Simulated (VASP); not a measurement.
# ScSi2 (P6/mmm) in VASP: further runs

The runs below take ScSi2 through single point, with PBEsol.

Program: VASP 6.6.1. These are calculated values, not measurements. Logs are shortened: lines on timing, memory, paths and dates and some standing lists are left out, and cuts for length are marked.

## (1) The cell of the first run

Symmetry: P6/mmm, No. 191, hexagonal system. The conventional cell has a = 3.660 Å, b = 3.660 Å, c = 3.870 Å, α = 90.00°, β = 90.00°, γ = 120.00°. Within 3.9 Å of Sc (site symmetry 6/mmm) lie 12 Si at 2.87 Å and 8 Sc at 3.66 to 3.87 Å. Si (site symmetry -6m2) has 3 Si at 2.11 Å and 6 Sc at 2.87 Å within 2.9 Å.

## (2) Single point, PBEsol

INCAR

```
SYSTEM = ScSi2
PREC = Accurate
ENCUT = 520
EDIFF = 1E-6
ISMEAR = -1
SIGMA = 0.05
LREAL = .FALSE.
LASPH = .TRUE.
NELM = 100
ALGO = Normal
ISIF = 2
LWAVE = .FALSE.
LCHARG = .FALSE.
GGA = PS
NBANDS = 16
```

KPOINTS

```
regular mesh
0
G
  13 13 11
  0 0 0
```

POSCAR

```
ScSi2
1.0
    3.6599987106      0.0000000000      0.0000000000
   -1.8299993553      3.1696518612      0.0000000000
    0.0000000000      0.0000000000      3.8700000000
Sc Si
1 2
Direct
    0.0000000000      0.0000000000      0.0000000000
    0.3333333333      0.6666666667      0.5000000000
    0.6666666667      0.3333333333      0.5000000000
```

Potentials or basis: VASP PAW PBE potentials, release 64 (Sc_sv, Si).

Started as:

```sh
$ cat potpaw_PBE.64/Sc_sv/POTCAR potpaw_PBE.64/Si/POTCAR > POTCAR
$ mpirun -np 1 vasp_std > vasp.out
```

OUTCAR:

```text
SYSTEM = ScSi2
   PREC = Accurate
   ENCUT = 520
   EDIFF = 1E-6
   ISMEAR = -1
   LREAL = .FALSE.
   LASPH = .TRUE.
   NELM = 100
   ISIF = 2
   GGA = PS

 ion  position               nearest neighbor table
   1  0.000  0.000  0.000-   2 2.87   3 2.87   2 2.87   3 2.87   3 2.87   3 2.87   2 2.87   2 2.87
                             3 2.87   3 2.87   2 2.87   2 2.87
   2  0.333  0.667  0.500-   3 2.11   3 2.11   3 2.11   1 2.87   1 2.87   1 2.87   1 2.87   1 2.87
                             1 2.87
   3  0.667  0.333  0.500-   2 2.11   2 2.11   2 2.11   1 2.87   1 2.87   1 2.87   1 2.87   1 2.87
                             1 2.87

  LATTYP: Found a hexagonal cell.
 ALAT       =     3.6599987106
 C/A-ratio  =     1.0573774217

  Lattice vectors:

 A1 = (   3.6599987106,   0.0000000000,   0.0000000000)
 A2 = (  -1.8299993553,   3.1696518612,   0.0000000000)
 A3 = (   0.0000000000,   0.0000000000,   3.8700000000)

Analysis of symmetry for initial positions (statically):
=====================================================================
 Subroutine PRICEL returns:
 Original cell was already a primitive cell.

 Routine SETGRP: Setting up the symmetry group for a
 hexagonal supercell.

 Subroutine GETGRP returns: Found 24 space group operations
 (whereof 24 operations were pure point group operations)
 out of a pool of 24 trial point group operations.

The static configuration has the point symmetry D_6h.

Analysis of symmetry for dynamics (positions and initial velocities):
=====================================================================
 Subroutine PRICEL returns:
 Original cell was already a primitive cell.

 Routine SETGRP: Setting up the symmetry group for a
 hexagonal supercell.

 Subroutine GETGRP returns: Found 24 space group operations
 (whereof 24 operations were pure point group operations)
 out of a pool of 24 trial point group operations.

The dynamic configuration has the point symmetry D_6h.

 Subroutine INISYM returns: Found 24 space group operations
 (whereof 24 operations are pure point group operations),
 and found     1 'primitive' translations

----------------------------------------------------------------------------------------

                                     Primitive cell

  volume of cell :      44.8956

  direct lattice vectors                    reciprocal lattice vectors
     3.659998711  0.000000000  0.000000000     0.273224140  0.157746031  0.000000000
    -1.829999355  3.169651861  0.000000000     0.000000000  0.315492062  0.000000000
     0.000000000  0.000000000  3.870000000     0.000000000  0.000000000  0.258397933

  length of vectors
     3.659998711  3.659998711  3.870000000     0.315492062  0.315492062  0.258397933

  position of ions in fractional coordinates (direct lattice)
     0.000000000  0.000000000  0.000000000
     0.333333333  0.666666667  0.500000000
     0.666666667  0.333333333  0.500000000

  ion indices of the primitive-cell ions
   primitive index   ion index
                 1           1
                 2           2
                 3           3

----------------------------------------------------------------------------------------

 KPOINTS: regular mesh

Automatic generation of k-mesh.
 Grid dimensions read from file:
 generate k-points for:   13   13   11

 Generating k-lattice:

  Cartesian coordinates                     Fractional coordinates (reciprocal lattice)
     0.021017242  0.012134310  0.000000000     0.076923077  0.000000000  0.000000000
     0.000000000  0.024268620  0.000000000     0.000000000  0.076923077  0.000000000
     0.000000000  0.000000000  0.023490721     0.000000000  0.000000000  0.090909091

  Length of vectors
     0.024268620  0.024268620  0.023490721

  Shift w.r.t. Gamma in fractional coordinates (k-lattice)
     0.000000000  0.000000000  0.000000000

 Subroutine IBZKPT returns following result:
 ===========================================

 Found    126 irreducible k-points:

 Following reciprocal coordinates:
            Coordinates               Weight
  0.000000  0.000000  0.000000      1.000000
  0.076923  0.000000  0.000000      6.000000
  0.153846  0.000000  0.000000      6.000000
  0.230769  0.000000  0.000000      6.000000
  0.307692  0.000000  0.000000      6.000000
  0.384615 -0.000000  0.000000      6.000000
[... 16 lines left out ...]
  0.076923  0.000000  0.090909     12.000000
  0.153846  0.000000  0.090909     12.000000
 [... further k-points ...]
   k-points           NKPTS =    126   k-points in BZ     NKDIM =    126   number of bands    NBANDS=     16
   number of dos      NEDOS =    301   number of ions     NIONS =      3
   total plane-waves  NPLWV =  23520
   dimension x,y,z NGX =    28 NGY =   28 NGZ =   30
   dimension x,y,z NGXF=    56 NGYF=   56 NGZF=   60
   ions per type =               1   2
   NGX,Y,Z   is equivalent  to a cutoff of  12.72, 12.72, 12.89 a.u.
   NGXF,Y,Z  is equivalent  to a cutoff of  25.44, 25.44, 25.77 a.u.
 SYSTEM =  ScSi2
   PREC   = accura    normal or accurate (medium, high low for compatibility)
   ISTART =      0    job   : 0-new  1-cont  2-samecut
   ICHARG =      2    charge: 1-file 2-atom 10-const
   ISPIN  =      1    spin polarized calculation?
   LNONCOLLINEAR =      F non collinear calculations
   LSORBIT =      F    spin-orbit coupling
   LASPH  =      T    aspherical Exc in radial PAW
   ENCUT  =  520.0 eV  38.22 Ry    6.18 a.u.   6.81  6.81  7.20*2*pi/ulx,y,z
   NELM   =    100;   NELMIN=  2; NELMDL= -5     # of ELM steps
   EDIFF  = 0.1E-05   stopping-criterion for ELM
   LREAL  =      F    real-space projection
   EDIFFG = 0.1E-04   stopping-criterion for IOM
   NSW    =      0    number of steps for IOM
   IBRION =     -1    ionic relax: 0-MD 1-quasi-New 2-CG
   NFREE  =      0    steps in history (QN), initial steepest desc. (CG)
   ISIF   =      2    stress and relaxation
   ISYM   =      2    0-nonsym 1-usesym 2-fastsym
   POTIM  = 0.5000    time-step for ionic-motion
   TEBEG  =    0.0;   TEEND  =   0.0 temperature during run
   PSTRESS=    0.0 pullay stress
   NELECT =      19.0000    total number of electrons
   NUPDOWN=      -1.0000    fix difference up-down
   EMIN   =  10.00;   EMAX   =-10.00  energy-range for DOS
   EFERMI =   0.00;   METHOD = LEGACY
   ISMEAR =    -1;   SIGMA  =   0.05  broadening in eV -4-tet -1-fermi 0-gaus
   EFERMI_NEDOS =   21; number of points for ismear=-14 and -15
   IALGO  =     38    algorithm
   IMIX   =      4    mixing-type and parameters
     AMIX     =   0.40;   BMIX     =  1.00
     AMIX_MAG =   1.60;   BMIX_MAG =  1.00
  volume/ion in A,a.u.               =      14.97       100.99
  Fermi-wavevector in a.u.,A,eV,Ry     =   1.229112  2.322685 20.554551  1.510717
  Thomas-Fermi vector in A             =   2.364012
   LORBIT       =      0    0 simple, 1 ext, 2 COOP (PROOUT), +10 PAW based schemes
   GGA     = PS    functional components
   LHFCALC =     F    Hartree Fock is set to
   AEXX    =    0.0000 exact exchange contribution
   IVDW    =     0    specifies the selected vdW correction
   LEPSILON=     F    determine dielectric tensor
   LRPA    =     F    only Hartree local field effects (RPA)
 non-spin polarized calculation
  energy-cutoff  :      520.00
  volume of cell :       44.90
 maximum number of plane-waves:      1224
 NGX is ok and might be reduce to    28
   NGX = 13   NGY = 13   NGZ = 15

 number of electron      19.0000001 magnetization

 Free energy of the ion-electron system (eV)
  ---------------------------------------------------
  ext. energy  EPLUGINS =         0.00000000
  ---------------------------------------------------
  free energy    TOTEN  =       -18.68589655 eV

  energy without entropy =      -18.66994161  energy(sigma->0) =      -18.67791908

 E-fermi :   9.1223     XC(G=0): -11.3372

 val. band max:        9.1185425532   @ k =   0.3846   0.0769   0.4545
 cond. band min:       9.1382084469   @ k =   0.3846   0.1538   0.1818
 fundamental gap:      0.0196658937
 Fermi energy:         9.1223353480

 k-point     1 :       0.0000    0.0000    0.0000
  band No.  band energies     occupation
      1     -40.2214      2.00000
      2     -19.0170      2.00000
      3     -18.9483      2.00000
      4     -18.9483      2.00000
      5      -4.7035      2.00000
      6       5.5959      2.00000
[... 8 lines left out ...]
     15      11.8034      0.00000
     16      11.8034      0.00000

 k-point     2 :       0.0769    0.0000    0.0000
  band No.  band energies     occupation
      1     -40.2208      2.00000
      2     -19.0157      2.00000
      3     -18.9559      2.00000
      4     -18.9500      2.00000
      5      -4.6168      2.00000
      6       5.2203      2.00000
[... 8 lines left out ...]
     15      11.8712      0.00000
     16      12.0112      0.00000

 k-point     3 :       0.1538    0.0000    0.0000
  band No.  band energies     occupation
      1     -40.2190      2.00000
      2     -19.0124      2.00000
      3     -18.9769      2.00000
      4     -18.9547      2.00000
      5      -4.3593      2.00000
      6       4.1579      2.00000
[... 8 lines left out ...]
     15      12.0570      0.00000
     16      12.6114      0.00000

 k-point     4 :       0.2308    0.0000    0.0000
  band No.  band energies     occupation
      1     -40.2166      2.00000
      2     -19.0076      2.00000
      3     -19.0064      2.00000
      4     -18.9615      2.00000
      5      -3.9376      2.00000
      6       2.9254      2.00000
[... 8 lines left out ...]
     15      13.4601      0.00000
     16      13.5438      0.00000
[... 324 lines left out ...]
 k-point    22 :       0.0000    0.0000    0.0909
  band No.  band energies     occupation
      1     -40.2212      2.00000
      2     -19.0230      2.00000
      3     -18.9478      2.00000
      4     -18.9478      2.00000
      5      -4.6438      2.00000
      6       4.9433      2.00000
[... 8 lines left out ...]
     15      11.5918      0.00000
     16      11.5918      0.00000

 k-point    23 :       0.0769    0.0000    0.0909
  band No.  band energies     occupation
      1     -40.2205      2.00000
      2     -19.0218      2.00000
      3     -18.9554      2.00000
      4     -18.9495      2.00000
      5      -4.5583      2.00000
      6       4.9818      2.00000
[... 8 lines left out ...]
     15      11.6482      0.00000
     16      11.8568      0.00000

 k-point    24 :       0.1538    0.0000    0.0909
  band No.  band energies     occupation
      1     -40.2188      2.00000
      2     -19.0182      2.00000
      3     -18.9763      2.00000
      4     -18.9543      2.00000
      5      -4.3042      2.00000
      6       4.1914      2.00000
[... 8 lines left out ...]
     15      12.1292      0.00000
     16      12.4796      0.00000

 [... further k-points ...]

------------------------ aborting loop because EDIFF is reached ----------------------------------------

  FORCE on cell =-STRESS in cart. coord.  units (eV):
  Direction    XX          YY          ZZ          XY          YZ          ZX
  --------------------------------------------------------------------------------------
  -------------------------------------------------------------------------------------
  Total        9.6366123      9.6366123     -0.7135815      0.0000000      0.0000000      0.0000000
  in kB      343.8994704    343.8994704    -25.4654130      0.0000000      0.0000000      0.0000000
  external PRESSURE =     220.7778426 kB  Pullay stress =       0.0000000 kB

 VOLUME and BASIS-vectors are now :
 -----------------------------------------------------------------------------
  energy-cutoff  :      520.00
  volume of cell :       44.90
      direct lattice vectors                 reciprocal lattice vectors
     3.659998711  0.000000000  0.000000000     0.273224140  0.157746031  0.000000000
    -1.829999355  3.169651861  0.000000000     0.000000000  0.315492062  0.000000000
     0.000000000  0.000000000  3.870000000     0.000000000  0.000000000  0.258397933

 POSITION                                       TOTAL-FORCE (eV/Angst)
 -----------------------------------------------------------------------------------
      0.00000      0.00000      0.00000         0.000000      0.000000      0.000000
     -0.00000      2.11310      1.93500        -0.000000     -0.000000      0.000000
      1.83000      1.05655      1.93500         0.000000      0.000000      0.000000
 -----------------------------------------------------------------------------------
    total drift:                               -0.000000      0.000000      0.000000

  FREE ENERGIE OF THE ION-ELECTRON SYSTEM (eV)
  ---------------------------------------------------
  free  energy   TOTEN  =       -18.6858965521 eV

  energy  without entropy=      -18.6699416057  energy(sigma->0) =      -18.67791908
```

It took 2.1 min on 1 thread of Intel Xeon 8259CL, shared host; peak memory 0.22 GiB.

Results:

```
Free energy            : -18.6859 eV
Pressure               : 22.1 GPa
Band gap on the k mesh : zero (an odd number of electrons rules out a gap without spin polarisation)
```

Caveat: the cell stands under pressure; the PAW data sets were made with another functional, which shifts forces and pressure a little.

(Continued in part 2 of 3.)
